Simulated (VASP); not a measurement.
# Cr (P6_3/mmc) in VASP: further runs

The runs below take Cr through single point, with PBEsol.

Everything below comes from runs of VASP 6.6.1. Logs are shortened: lines on timing, memory, paths and dates and some standing lists are left out, and cuts for length are marked.

### 1 The cell of the first run

The structure is hexagonal, space group P6_3/mmc (No. 194). The conventional cell has a = 2.365 Å, b = 2.365 Å, c = 8.334 Å, α = 90.00°, β = 90.00°, γ = 120.00°. Cr (site symmetry -3m) has 12 Cr at 2.37 to 2.49 Å within 3.1 Å. Cr (site symmetry -6m2) has 12 Cr at 2.37 to 2.49 Å within 3.1 Å.

### 2 Single point, PBEsol, collinear spin, antiferromagnetic start (volume scaled by 0.88)

Contents of INCAR:

```
ALGO = Normal
EDIFF = 1E-6
ENCUT = 520
GGA = PS
ISIF = 2
ISMEAR = -1
ISPIN = 2
LASPH = True
LCHARG = False
LMAXMIX = 4
LORBIT = 11
LREAL = False
LWAVE = False
MAGMOM = 1.5 1.5 -1.5 -1.5
NBANDS = 36
NELM = 150
PREC = Accurate
SIGMA = 0.05
```

Contents of KPOINTS:

```
k-points
0
Gamma
  16 16 4
```

Contents of POSCAR:

```
Cr
1.0
    2.3653055200      0.0000000000      0.0000000000
   -1.1826527600      2.0484146681      0.0000000000
    0.0000000000      0.0000000000      8.3336602739
Cr
4
Direct
    1.0000000000      0.0000000000      0.0000000000
    0.0000000000      0.0000000000      0.5000000000
    0.3333333333      0.6666666667      0.2500000000
    0.6666666667      0.3333333333      0.7500000000
```

Potentials or basis: VASP PAW PBE potentials, release 64 (Cr_pv).

On the command line:

```console
> cat potpaw_PBE.64/Cr_pv/POTCAR > POTCAR
> mpirun -np 1 vasp_std > vasp.out
```

OUTCAR:

```text
EDIFF = 1E-6
   ENCUT = 520
   GGA = PS
   ISIF = 2
   ISMEAR = -1
   ISPIN = 2
   LASPH = True
   LORBIT = 11
   LREAL = False
   NELM = 150
   PREC = Accurate

 ion  position               nearest neighbor table
   1  0.000  0.000  0.000-   3 2.49   4 2.49   4 2.49   3 2.49   4 2.49   3 2.49
   2  0.000  0.000  0.500-   3 2.49   4 2.49   4 2.49   3 2.49   4 2.49   3 2.49
   3  0.333  0.667  0.250-   1 2.49   2 2.49   1 2.49   2 2.49   1 2.49   2 2.49
   4  0.667  0.333  0.750-   1 2.49   2 2.49   1 2.49   2 2.49   1 2.49   2 2.49

  LATTYP: Found a hexagonal cell.
 ALAT       =     2.3653055200
 C/A-ratio  =     3.5232912634

  Lattice vectors:

 A1 = (   2.3653055200,   0.0000000000,   0.0000000000)
 A2 = (  -1.1826527600,   2.0484146681,   0.0000000000)
 A3 = (   0.0000000000,   0.0000000000,   8.3336602739)

Analysis of symmetry for initial positions (statically):
=====================================================================
 Subroutine PRICEL returns:
 Original cell was already a primitive cell.

 Routine SETGRP: Setting up the symmetry group for a
 hexagonal supercell.

 Subroutine GETGRP returns: Found 24 space group operations
 (whereof 12 operations were pure point group operations)
 out of a pool of 24 trial point group operations.

The static configuration has the point symmetry D_3d.
 The point group associated with its full space group is D_6h.

Analysis of symmetry for dynamics (positions and initial velocities):
=====================================================================
 Subroutine PRICEL returns:
 Original cell was already a primitive cell.

 Routine SETGRP: Setting up the symmetry group for a
 hexagonal supercell.

 Subroutine GETGRP returns: Found 24 space group operations
 (whereof 12 operations were pure point group operations)
 out of a pool of 24 trial point group operations.

The dynamic configuration has the point symmetry D_3d.
 The point group associated with its full space group is D_6h.

Analysis of structural, dynamic, and magnetic symmetry:
=====================================================================
 Subroutine PRICEL returns:
 Original cell was already a primitive cell.

 Routine SETGRP: Setting up the symmetry group for a
 hexagonal supercell.

 Subroutine GETGRP returns: Found 24 space group operations
 (whereof 12 operations were pure point group operations)
 out of a pool of 24 trial point group operations.

The overall configuration has the point symmetry D_3d.
 The point group associated with its full space group is D_6h.

 Subroutine INISYM returns: Found 24 space group operations
 (whereof 12 operations are pure point group operations),
 and found     1 'primitive' translations

----------------------------------------------------------------------------------------

                                     Primitive cell

  volume of cell :      40.3776

  direct lattice vectors                    reciprocal lattice vectors
     2.365305520  0.000000000  0.000000000     0.422778365  0.244091203  0.000000000
    -1.182652760  2.048414668  0.000000000     0.000000000  0.488182405  0.000000000
     0.000000000  0.000000000  8.333660274     0.000000000  0.000000000  0.119995292

  length of vectors
     2.365305520  2.365305520  8.333660274     0.488182405  0.488182405  0.119995292

  position of ions in fractional coordinates (direct lattice)
     0.000000000  0.000000000  0.000000000
     0.000000000  0.000000000  0.500000000
     0.333333333  0.666666667  0.250000000
     0.666666667  0.333333333  0.750000000

  ion indices of the primitive-cell ions
   primitive index   ion index
                 1           1
                 2           2
                 3           3
                 4           4

----------------------------------------------------------------------------------------

 KPOINTS: k-points

Automatic generation of k-mesh.
 Grid dimensions read from file:
 generate k-points for:   16   16    4

 Generating k-lattice:

  Cartesian coordinates                     Fractional coordinates (reciprocal lattice)
     0.026423648  0.015255700  0.000000000     0.062500000  0.000000000  0.000000000
     0.000000000  0.030511400  0.000000000     0.000000000  0.062500000  0.000000000
     0.000000000  0.000000000  0.029998823     0.000000000  0.000000000  0.250000000

  Length of vectors
     0.030511400  0.030511400  0.029998823

  Shift w.r.t. Gamma in fractional coordinates (k-lattice)
     0.000000000  0.000000000  0.000000000

 Subroutine IBZKPT returns following result:
 ===========================================

 Found     90 irreducible k-points:

 Following reciprocal coordinates:
            Coordinates               Weight
  0.000000  0.000000  0.000000      1.000000
  0.062500  0.000000  0.000000      6.000000
  0.125000  0.000000  0.000000      6.000000
  0.187500 -0.000000  0.000000      6.000000
  0.250000  0.000000  0.000000      6.000000
  0.312500  0.000000  0.000000      6.000000
[... 16 lines left out ...]
  0.187500  0.187500  0.000000      6.000000
  0.250000  0.187500  0.000000     12.000000
 [... further k-points ...]
   k-points           NKPTS =     90   k-points in BZ     NKDIM =     90   number of bands    NBANDS=     36
   number of dos      NEDOS =    301   number of ions     NIONS =      4
   total plane-waves  NPLWV =  20736
   dimension x,y,z NGX =    18 NGY =   18 NGZ =   64
   dimension x,y,z NGXF=    36 NGYF=   36 NGZF=  128
   ions per type =               4
   NGX,Y,Z   is equivalent  to a cutoff of  12.65, 12.65, 12.77 a.u.
   NGXF,Y,Z  is equivalent  to a cutoff of  25.30, 25.30, 25.53 a.u.
 SYSTEM =  unknown system
   PREC   = accura    normal or accurate (medium, high low for compatibility)
   ISTART =      0    job   : 0-new  1-cont  2-samecut
   ICHARG =      2    charge: 1-file 2-atom 10-const
   ISPIN  =      2    spin polarized calculation?
   LNONCOLLINEAR =      F non collinear calculations
   LSORBIT =      F    spin-orbit coupling
   LASPH  =      T    aspherical Exc in radial PAW
   ENCUT  =  520.0 eV  38.22 Ry    6.18 a.u.   4.40  4.40 15.50*2*pi/ulx,y,z
   NELM   =    150;   NELMIN=  2; NELMDL= -5     # of ELM steps
   EDIFF  = 0.1E-05   stopping-criterion for ELM
   LREAL  =      F    real-space projection
   EDIFFG = 0.1E-04   stopping-criterion for IOM
   NSW    =      0    number of steps for IOM
   IBRION =     -1    ionic relax: 0-MD 1-quasi-New 2-CG
   NFREE  =      0    steps in history (QN), initial steepest desc. (CG)
   ISIF   =      2    stress and relaxation
   ISYM   =      2    0-nonsym 1-usesym 2-fastsym
   POTIM  = 0.5000    time-step for ionic-motion
   TEBEG  =    0.0;   TEEND  =   0.0 temperature during run
   PSTRESS=    0.0 pullay stress
   NELECT =      48.0000    total number of electrons
   NUPDOWN=      -1.0000    fix difference up-down
   EMIN   =  10.00;   EMAX   =-10.00  energy-range for DOS
   EFERMI =   0.00;   METHOD = LEGACY
   ISMEAR =    -1;   SIGMA  =   0.05  broadening in eV -4-tet -1-fermi 0-gaus
   EFERMI_NEDOS =   21; number of points for ismear=-14 and -15
   IALGO  =     38    algorithm
   IMIX   =      4    mixing-type and parameters
     AMIX     =   0.40;   BMIX     =  1.00
     AMIX_MAG =   1.60;   BMIX_MAG =  1.00
  volume/ion in A,a.u.               =      10.09        68.12
  Fermi-wavevector in a.u.,A,eV,Ry     =   1.734236  3.277231 40.920549  3.007576
  Thomas-Fermi vector in A             =   2.808071
   LORBIT       =     11    0 simple, 1 ext, 2 COOP (PROOUT), +10 PAW based schemes
   GGA     = PS    functional components
   LHFCALC =     F    Hartree Fock is set to
   AEXX    =    0.0000 exact exchange contribution
   IVDW    =     0    specifies the selected vdW correction
   LEPSILON=     F    determine dielectric tensor
   LRPA    =     F    only Hartree local field effects (RPA)
 spin polarized calculation
  energy-cutoff  :      520.00
  volume of cell :       40.38
 maximum number of plane-waves:      1114
 NGX is ok and might be reduce to    18
   NGX =  9   NGY =  9   NGZ = 31

 number of electron      48.0000004 magnetization       0.0002049

 Free energy of the ion-electron system (eV)
  ---------------------------------------------------
  ext. energy  EPLUGINS =         0.00000000
  ---------------------------------------------------
  free energy    TOTEN  =       -38.71862313 eV

  energy without entropy =      -38.67616300  energy(sigma->0) =      -38.69739307

 E-fermi :  12.6544     XC(G=0): -14.6221

 val. band max:       12.6352577870   @ k =   0.2500   0.2500   0.2500
 cond. band min:      12.6567935525   @ k =   0.3750   0.1250   0.5000
 fundamental gap:      0.0215357655
 Fermi energy:        12.6544495322

 spin component 1

 k-point     1 :       0.0000    0.0000    0.0000
  band No.  band energies     occupation
      1     -30.6930      1.00000
      2     -30.1113      1.00000
      3     -30.1004      1.00000
      4     -29.4879      1.00000
      5     -29.3583      1.00000
      6     -29.3583      1.00000
[... 28 lines left out ...]
     35      15.4979      0.00000
     36      15.4979      0.00000
[... 866 lines left out ...]
      6     -29.8862      1.00000
[... 28 lines left out ...]
     35      17.6890      0.00000
     36      20.2692      0.00000

 [... further k-points ...]

 spin component 2

 k-point     1 :       0.0000    0.0000    0.0000
  band No.  band energies     occupation
      1     -30.6930      1.00000
      2     -30.1111      1.00000
      3     -30.1005      1.00000
      4     -29.4878      1.00000
      5     -29.3582      1.00000
      6     -29.3582      1.00000
[... 28 lines left out ...]
     35      15.4980      0.00000
     36      15.4980      0.00000
[... 866 lines left out ...]
      6     -29.8861      1.00000
[... 28 lines left out ...]
     35      17.6890      0.00000
     36      20.2682      0.00000

 [... further k-points ...]
[... 5 lines left out ...]
  --------------------------------------------------------------------------------------
  -------------------------------------------------------------------------------------
  Total       11.0734113     11.0734113      9.8654836      0.0000000      0.0000000      0.0000000
  in kB      439.3909425    439.3909425    391.4605890      0.0000000      0.0000000      0.0000000
  external PRESSURE =     423.4141580 kB  Pullay stress =       0.0000000 kB

 VOLUME and BASIS-vectors are now :
 -----------------------------------------------------------------------------
  energy-cutoff  :      520.00
  volume of cell :       40.38
      direct lattice vectors                 reciprocal lattice vectors
     2.365305520  0.000000000  0.000000000     0.422778365  0.244091203  0.000000000
    -1.182652760  2.048414668  0.000000000     0.000000000  0.488182405  0.000000000
     0.000000000  0.000000000  8.333660274     0.000000000  0.000000000  0.119995292

 POSITION                                       TOTAL-FORCE (eV/Angst)
 -----------------------------------------------------------------------------------
      0.00000      0.00000      0.00000        -0.000000      0.000000      0.000000
      0.00000      0.00000      4.16683        -0.000000      0.000000      0.000000
     -0.00000      1.36561      2.08342         0.000000     -0.000000      0.000000
      1.18265      0.68280      6.25025        -0.000000      0.000000     -0.000000
 -----------------------------------------------------------------------------------
    total drift:                                0.000000     -0.000000      0.000000

  FREE ENERGIE OF THE ION-ELECTRON SYSTEM (eV)
  ---------------------------------------------------
  free  energy   TOTEN  =       -38.7186231279 eV

  energy  without entropy=      -38.6761630022  energy(sigma->0) =      -38.69739307

 total charge

# of ion       s       p       d       tot
------------------------------------------
    1        0.492   6.476   4.445  11.413
    2        0.492   6.476   4.445  11.413
    3        0.493   6.477   4.439  11.409
    4        0.493   6.477   4.439  11.409
--------------------------------------------------
tot          1.970  25.907  17.768  45.645

 magnetization (x)

# of ion       s       p       d       tot
------------------------------------------
    1       -0.000  -0.000  -0.000  -0.000
    2       -0.000  -0.000  -0.000  -0.000
    3        0.000   0.000   0.000   0.000
    4        0.000   0.000   0.000   0.000
--------------------------------------------------
tot          0.000   0.000   0.000   0.000
```

Run time: 4.5 min. Hardware: 1 thread of Oxide Virtual Turin-like, shared host; peak memory 0.25 GiB.

Results:

```yaml
Free_energy: -38.7186 eV
Pressure: 42.3 GPa
Band_gap_on_the_k_mesh: zero (filled and empty bands overlap)
Net_moment: 0.00 μB per cell
Valence_electrons_inside_the_program's_atomic_spheres: Cr 11.41
```

Levels at points of the mesh, in eV from the Fermi level:
Spin up:
```csv
k point,band 20,band 21,band 22,band 23,band 24,band 25,band 26,band 27,band 28,band 29
"(0.00, 0.00, 0.00)",-0.63,-0.63,-0.51,-0.51,-0.30,-0.30,-0.16,-0.16,0.22,1.38
"(0.50, 0.00, 0.00)",-1.87,-0.74,-0.37,-0.29,1.08,1.08,2.34,2.90,2.91,3.27
"(0.00, 0.00, 0.50)",-0.94,-0.53,-0.53,-0.53,-0.53,-0.28,-0.28,-0.28,-0.28,1.60
"(0.50, 0.00, 0.50)",-1.99,0.03,0.03,0.32,0.32,0.92,0.92,2.32,2.32,3.49
```
Spin down:
| k point | band 21 | band 22 | band 23 | band 24 | band 25 | band 26 | band 27 | band 28 |
| --- | --- | --- | --- | --- | --- | --- | --- | --- |
| (0.00, 0.00, 0.00) | -0.63 | -0.51 | -0.51 | -0.30 | -0.30 | -0.16 | -0.16 | 0.22 |
| (0.50, 0.00, 0.00) | -0.74 | -0.37 | -0.29 | 1.08 | 1.08 | 2.34 | 2.90 | 2.91 |
| (0.00, 0.00, 0.50) | -0.53 | -0.53 | -0.53 | -0.53 | -0.28 | -0.28 | -0.28 | -0.28 |
| (0.50, 0.00, 0.50) | 0.03 | 0.03 | 0.32 | 0.32 | 0.92 | 0.92 | 2.32 | 2.32 |

Caveat: the starting moments collapsed, and a magnetic state may lie lower; the PAW data sets were made with another functional, which shifts forces and pressure a little.

(Part 1 of 2 ends here.)
